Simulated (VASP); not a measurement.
# TePb (Imm2) in VASP: notebook

The runs below take TePb through single point, with PBE.

Program: VASP 6.6.1. These are calculated values, not measurements. Logs are shortened: lines on timing, memory, paths and dates and some standing lists are left out, and cuts for length are marked.

### Step 1. The cell of the first run

It takes space group Imm2 (No. 44, orthorhombic). The conventional cell has a = 4.564 Å, b = 6.454 Å, c = 4.564 Å, α = 90.00°, β = 90.00°, γ = 90.00°. Te (site symmetry mm2) has 6 Pb at 3.16 to 3.30 Å within 4.2 Å. Pb (site symmetry mm2) has 6 Te at 3.16 to 3.30 Å within 4.2 Å.

### Step 2. Single point, PBE

Contents of INCAR:

```
ALGO = Normal
EDIFF = 1E-6
ENCUT = 520
GGA = PE
ISIF = 2
ISMEAR = 0
LASPH = T
LCHARG = F
LREAL = F
LWAVE = F
NBANDS = 17
NELM = 80
PREC = Accurate
SIGMA = 0.05
```

Contents of KPOINTS:

```
k-points
0
Gamma
  8 8 8
```

Contents of POSCAR:

```
TePb
1.0
    0.0000000000      3.2270000000      3.2270000000
    3.2270000000      0.0000000000      3.2270000000
    3.2270000000      3.2270000000      0.0000000000
Te Pb
1 1
Direct
    0.5219122027      0.5000000000      0.5000000000
    0.0000000000      0.0000000000      0.0000000000
```

Potentials or basis: VASP PAW PBE potentials, release 64 (Te, Pb_d).

Command:

```sh
$ cat potpaw_PBE.64/Te/POTCAR potpaw_PBE.64/Pb_d/POTCAR > POTCAR
$ mpirun -np 1 vasp_std > vasp.out
```

OUTCAR:

```text
EDIFF = 1E-6
   ENCUT = 520
   GGA = PE
   ISIF = 2
   ISMEAR = 0
   LASPH = T
   LREAL = F
   NELM = 80
   PREC = Accurate

 ion  position               nearest neighbor table
   1  0.522  0.500  0.500-   2 3.16   2 3.16   2 3.23   2 3.23   2 3.30   2 3.30
   2  0.000  0.000  0.000-   1 3.16   1 3.16   1 3.23   1 3.23   1 3.30   1 3.30

  LATTYP: Found a face centered cubic cell.
 ALAT       =     6.4540000000

  Lattice vectors:

 A1 = (   0.0000000000,   3.2270000000,   3.2270000000)
 A2 = (   3.2270000000,   0.0000000000,   3.2270000000)
 A3 = (   3.2270000000,   3.2270000000,   0.0000000000)

Analysis of symmetry for initial positions (statically):
=====================================================================
 Subroutine PRICEL returns:
 Original cell was already a primitive cell.

 Routine SETGRP: Setting up the symmetry group for a
 face centered cubic supercell.

 Subroutine GETGRP returns: Found  4 space group operations
 (whereof  4 operations were pure point group operations)
 out of a pool of 48 trial point group operations.

The static configuration has the point symmetry C_2v.

Analysis of symmetry for dynamics (positions and initial velocities):
=====================================================================
 Subroutine PRICEL returns:
 Original cell was already a primitive cell.

 Routine SETGRP: Setting up the symmetry group for a
 face centered cubic supercell.

 Subroutine GETGRP returns: Found  4 space group operations
 (whereof  4 operations were pure point group operations)
 out of a pool of 48 trial point group operations.

The dynamic configuration has the point symmetry C_2v.

 Subroutine INISYM returns: Found  4 space group operations
 (whereof  4 operations are pure point group operations),
 and found     1 'primitive' translations

----------------------------------------------------------------------------------------

                                     Primitive cell

  volume of cell :      67.2089

  direct lattice vectors                    reciprocal lattice vectors
     0.000000000  3.227000000  3.227000000    -0.154942671  0.154942671  0.154942671
     3.227000000  0.000000000  3.227000000     0.154942671 -0.154942671  0.154942671
     3.227000000  3.227000000  0.000000000     0.154942671  0.154942671 -0.154942671

  length of vectors
[... 74 lines left out ...]
   ISTART =      0    job   : 0-new  1-cont  2-samecut
   ICHARG =      2    charge: 1-file 2-atom 10-const
   ISPIN  =      1    spin polarized calculation?
   LNONCOLLINEAR =      F non collinear calculations
   LSORBIT =      F    spin-orbit coupling
   LASPH  =      T    aspherical Exc in radial PAW
   ENCUT  =  520.0 eV  38.22 Ry    6.18 a.u.   8.49  8.49  8.49*2*pi/ulx,y,z
   NELM   =     80;   NELMIN=  2; NELMDL= -5     # of ELM steps
   EDIFF  = 0.1E-05   stopping-criterion for ELM
   LREAL  =      F    real-space projection
   EDIFFG = 0.1E-04   stopping-criterion for IOM
   NSW    =      0    number of steps for IOM
   IBRION =     -1    ionic relax: 0-MD 1-quasi-New 2-CG
   NFREE  =      0    steps in history (QN), initial steepest desc. (CG)
   ISIF   =      2    stress and relaxation
   ISYM   =      2    0-nonsym 1-usesym 2-fastsym
   POTIM  = 0.5000    time-step for ionic-motion
   TEBEG  =    0.0;   TEEND  =   0.0 temperature during run
   PSTRESS=    0.0 pullay stress
   NELECT =      20.0000    total number of electrons
   NUPDOWN=      -1.0000    fix difference up-down
   EMIN   =  10.00;   EMAX   =-10.00  energy-range for DOS
   EFERMI =   0.00;   METHOD = LEGACY
   ISMEAR =     0;   SIGMA  =   0.05  broadening in eV -4-tet -1-fermi 0-gaus
   EFERMI_NEDOS =   21; number of points for ismear=-14 and -15
   IALGO  =     38    algorithm
   IMIX   =      4    mixing-type and parameters
     AMIX     =   0.40;   BMIX     =  1.00
     AMIX_MAG =   1.60;   BMIX_MAG =  1.00
  volume/ion in A,a.u.               =      33.60       226.77
  Fermi-wavevector in a.u.,A,eV,Ry     =   1.092972  2.065418 16.253366  1.194589
  Thomas-Fermi vector in A             =   2.229249
   LORBIT       =      0    0 simple, 1 ext, 2 COOP (PROOUT), +10 PAW based schemes
   GGA     = PE    functional components
   LHFCALC =     F    Hartree Fock is set to
   AEXX    =    0.0000 exact exchange contribution
   IVDW    =     0    specifies the selected vdW correction
   LEPSILON=     F    determine dielectric tensor
   LRPA    =     F    only Hartree local field effects (RPA)
 non-spin polarized calculation
 Gauss-broadening in eV      SIGMA  =   0.05
  energy-cutoff  :      520.00
  volume of cell :       67.21
 maximum number of plane-waves:      1837
 NGX is ok and might be reduce to    36
   NGX = 17   NGY = 17   NGZ = 17

 number of electron      20.0000002 magnetization

 Free energy of the ion-electron system (eV)
  ---------------------------------------------------
  ext. energy  EPLUGINS =         0.00000000
  ---------------------------------------------------
  free energy    TOTEN  =        -7.49417780 eV

  energy without entropy =       -7.49417780  energy(sigma->0) =       -7.49417780

 E-fermi :   5.8794     XC(G=0):  -9.3150

 val. band max:        5.6736904324   @ k =   0.0000   0.5000   0.0000
 cond. band min:       6.4170550507   @ k =   0.0000   0.5000   0.0000
 fundamental gap:      0.7433646183
 Fermi energy:         5.8793747940

 k-point     1 :       0.0000    0.0000    0.0000
  band No.  band energies     occupation
      1     -11.0473      2.00000
      2     -11.0471      2.00000
      3     -11.0376      2.00000
      4     -11.0369      2.00000
      5     -11.0364      2.00000
      6      -6.3869      2.00000
[... 457 lines left out ...]
      4     -11.0214      2.00000
      5     -11.0210      2.00000
      6      -5.0520      2.00000
[... 9 lines left out ...]
     16      14.6015      0.00000
     17      15.8577      0.00000

 [... further k-points ...]
[... 5 lines left out ...]
  --------------------------------------------------------------------------------------
  -------------------------------------------------------------------------------------
  Total        0.9417542      1.0242604      1.0242604      0.0000000      0.0149374      0.0000000
  in kB       22.4502535     24.4170992     24.4170992      0.0000000      0.3560886      0.0000000
  external PRESSURE =      23.7614840 kB  Pullay stress =       0.0000000 kB

 VOLUME and BASIS-vectors are now :
 -----------------------------------------------------------------------------
  energy-cutoff  :      520.00
  volume of cell :       67.21
      direct lattice vectors                 reciprocal lattice vectors
     0.000000000  3.227000000  3.227000000    -0.154942671  0.154942671  0.154942671
     3.227000000  0.000000000  3.227000000     0.154942671 -0.154942671  0.154942671
     3.227000000  3.227000000  0.000000000     0.154942671  0.154942671 -0.154942671

 POSITION                                       TOTAL-FORCE (eV/Angst)
 -----------------------------------------------------------------------------------
      3.22700      3.29771      3.29771         0.000000     -0.055432     -0.055432
      0.00000      0.00000      0.00000        -0.000000      0.055432      0.055432
 -----------------------------------------------------------------------------------
    total drift:                                0.000000     -0.000085     -0.000085

  FREE ENERGIE OF THE ION-ELECTRON SYSTEM (eV)
  ---------------------------------------------------
  free  energy   TOTEN  =        -7.4941777971 eV

  energy  without entropy=       -7.4941777971  energy(sigma->0) =       -7.49417780
```

Wall time 45 s (1 thread of Intel Xeon Platinum 8559C (Emerald Rapids), shared host); peak memory 0.27 GiB.

What came out:

```yaml
Free_energy: -7.4942 eV
Pressure: 2.4 GPa
Largest_force: 0.078 eV/Å
Band_gap_on_the_k_mesh: 0.74 eV, direct
```

Forces in eV/Å, atoms in the order of the input:
```
Te   0.000 -0.055 -0.055
Pb   0.000  0.055  0.055
```

Stress tensor (GPa, compression positive):
```
2.25 0.00 0.00
0.00 2.44 0.04
0.00 0.04 2.44
```

Caveat: the cell differs from its parent crystal (all Te atoms moved -0.100 Å, as atom 1 towards its neighbour atom 1 (Te) at 4.564 Å); spin-orbit coupling is left out, which moves the levels of the heavy elements. A k mesh can miss the band edges.

### Step 3. Single point, PBE

Contents of INCAR:

```
SYSTEM = TePb
PREC     = Accurate       ! precision mode
ENCUT    = 520            ! plane-wave cutoff, eV
EDIFF    = 1E-6           ! SCF threshold, eV
ISMEAR   = 0              ! smearing method
SIGMA    = 0.05           ! smearing width, eV
LREAL    = .FALSE.        ! projectors in reciprocal space
LASPH    = .TRUE.         ! aspherical terms in the spheres
NELM     = 60             ! most SCF steps
ALGO     = Normal         ! electronic algorithm
ISIF     = 2              ! what is computed and relaxed
LWAVE    = .FALSE.        ! write WAVECAR
LCHARG   = .FALSE.        ! write CHGCAR
GGA      = PE             ! functional
NBANDS   = 17             ! bands
```

Contents of KPOINTS:

```
regular mesh
0
G
  8 8 8
  0 0 0
```

POSCAR: that of step 2 with these lines changed.

```diff
@@ -8,3 +8,3 @@
 Direct
-    0.5219122027      0.5000000000      0.5000000000
+    0.4835658480      0.5000000000      0.5000000000
     0.0000000000      0.0000000000      0.0000000000
```

Potentials or basis: VASP PAW PBE potentials, release 64 (Te, Pb_d).

Command:

```sh
$ cat potpaw_PBE.64/Te/POTCAR potpaw_PBE.64/Pb_d/POTCAR > POTCAR
$ mpirun -np 1 vasp_std > vasp.out
```

Wall time 42 s (1 thread of Intel Xeon Platinum 8559C (Emerald Rapids), shared host); peak memory 0.27 GiB.

Results (log left out):

| Item | Value |
| --- | --- |
| Free energy | -7.4958 eV |
| Pressure | 2.3 GPa |
| Largest force | 0.055 eV/Å |
| Band gap on the k mesh | 0.74 eV, direct |

Forces in eV/Å, atoms in the order of the input:
```
Te   0.000  0.039  0.039
Pb   0.000 -0.039 -0.039
```

Stress tensor (GPa, compression positive):
```
2.25 0.00 0.00
0.00 2.36 0.02
0.00 0.02 2.36
```

Levels at points of the mesh, in eV from the valence-band top:
```tsv
k point	band 7	band 8	band 9	band 10	band 11	band 12	band 13	band 14
(0.00, 0.00, 0.00)	-5.58	-1.37	-1.36	-1.36	4.05	4.05	4.09	5.79
(0.50, 0.00, 0.00)	-8.59	-0.92	-0.91	-0.03	0.76	1.26	1.29	8.36
(0.00, 0.50, 0.00)	-8.61	-0.92	-0.92	0.00	0.74	1.28	1.29	8.39
(0.50, 0.50, 0.00)	-7.31	-4.52	-2.82	-2.82	3.26	5.50	5.51	6.74
(0.00, 0.50, 0.50)	-7.30	-4.53	-2.83	-2.81	3.24	5.50	5.53	6.73
```

Caveat: the cell differs from its parent crystal (all Te atoms moved +0.075 Å, as atom 1 towards its neighbour atom 1 (Te) at 4.564 Å); spin-orbit coupling is left out, which moves the levels of the heavy elements.

### Step 4. Single point, PBE

Contents of INCAR:

```
SYSTEM = TePb
PREC = Accurate ; ENCUT = 520
EDIFF = 1E-6 ; ISMEAR = 0
SIGMA = 0.05 ; LREAL = .False.
LASPH = .True. ; NELM = 100
ALGO = Normal ; ISIF = 2
LWAVE = .False. ; LCHARG = .True.
GGA = PE ; LELF = .True.
LVHAR = .True. ; NBANDS = 17
```

Contents of KPOINTS:

```
Automatic mesh
0
Gamma
  8 8 8
  0 0 0
```

POSCAR: that of step 3 with these lines changed.

```diff
@@ -8,3 +8,3 @@
 Direct
-    0.4835658480      0.5000000000      0.5000000000
+    0.5109561014      0.5000000000      0.5000000000
     0.0000000000      0.0000000000      0.0000000000
```

Command:

```sh
$ cat potpaw_PBE.64/Te/POTCAR potpaw_PBE.64/Pb_d/POTCAR > POTCAR
$ mpirun -np 1 vasp_std > vasp.out
```

It took 46 s on 1 thread of Intel Xeon Platinum 8559C (Emerald Rapids), shared host; peak memory 0.27 GiB.

Results (log left out):

```yaml
Free_energy: -7.4969 eV
Pressure: 2.3 GPa
Largest_force: 0.034 eV/Å
Band_gap_on_the_k_mesh: 0.73 eV, direct
```

Forces in eV/Å, atoms in the order of the input:
```
Te   0.000 -0.024 -0.024
Pb   0.000  0.024  0.024
```

Levels at points of the mesh, in eV from the valence-band top:
| k point | band 8 | band 9 | band 10 | band 11 | band 12 | band 13 |
| --- | --- | --- | --- | --- | --- | --- |
| (0.00, 0.00, 0.00) | -1.37 | -1.36 | -1.36 | 4.07 | 4.07 | 4.08 |
| (0.50, 0.00, 0.00) | -0.91 | -0.90 | -0.01 | 0.74 | 1.26 | 1.27 |
| (0.00, 0.50, 0.00) | -0.91 | -0.91 | 0.00 | 0.73 | 1.27 | 1.27 |
| (0.50, 0.50, 0.00) | -4.52 | -2.82 | -2.82 | 3.27 | 5.49 | 5.50 |
| (0.00, 0.50, 0.50) | -4.53 | -2.83 | -2.82 | 3.26 | 5.49 | 5.51 |

Caveat: the cell differs from its parent crystal (all Te atoms moved -0.050 Å, as atom 1 towards its neighbour atom 1 (Te) at 4.564 Å); spin-orbit coupling is left out, which moves the levels of the heavy elements.

### Step 5. Single point, PBE

Contents of INCAR:

```
PREC     = Accurate       # precision mode
ENCUT    = 520            # plane-wave cutoff, eV
EDIFF    = 1E-6           # SCF threshold, eV
ISMEAR   = 0              # smearing method
SIGMA    = 0.05           # smearing width, eV
LREAL    = False          # projectors in reciprocal space
LASPH    = True           # aspherical terms in the spheres
NELM     = 80             # most SCF steps
ALGO     = Normal         # electronic algorithm
ISIF     = 2              # what is computed and relaxed
LWAVE    = False          # write WAVECAR
LCHARG   = False          # write CHGCAR
GGA      = PE             # functional
NBANDS   = 17             # bands
```

Contents of KPOINTS:

```
regular mesh
0
Gamma
  8 8 8
```

POSCAR: that of step 4 with these lines changed.

```diff
@@ -8,3 +8,3 @@
 Direct
-    0.5109561014      0.5000000000      0.5000000000
+    0.4945219493      0.5000000000      0.5000000000
     0.0000000000      0.0000000000      0.0000000000
```

Command:

```sh
$ cat potpaw_PBE.64/Te/POTCAR potpaw_PBE.64/Pb_d/POTCAR > POTCAR
$ mpirun -np 1 vasp_std > vasp.out
```

Wall time 51 s (1 thread of Intel Xeon Platinum 8559C (Emerald Rapids), shared host); peak memory 0.27 GiB.

The run converged. Its results:

```yaml
Free_energy: -7.4976 eV
Pressure: 2.3 GPa
Largest_force: 0.017 eV/Å
Band_gap_on_the_k_mesh: 0.73 eV, direct
```

Forces in eV/Å, atoms in the order of the input:
```
Te   0.000  0.012  0.012
Pb   0.000 -0.012 -0.012
```

Levels at points of the mesh, in eV from the valence-band top:
```csv
k point,band 8,band 9,band 10,band 11,band 12,band 13
"(0.00, 0.00, 0.00)",-1.36,-1.36,-1.36,4.08,4.08,4.08
"(0.50, 0.00, 0.00)",-0.91,-0.90,0.00,0.73,1.26,1.26
"(0.00, 0.50, 0.00)",-0.90,-0.90,0.00,0.73,1.26,1.26
"(0.50, 0.50, 0.00)",-4.53,-2.82,-2.82,3.27,5.49,5.49
"(0.00, 0.50, 0.50)",-4.53,-2.82,-2.82,3.27,5.49,5.49
```

Caveat: the cell differs from its parent crystal (all Te atoms moved +0.025 Å, as atom 1 towards its neighbour atom 1 (Te) at 4.564 Å); spin-orbit coupling is left out, which moves the levels of the heavy elements.
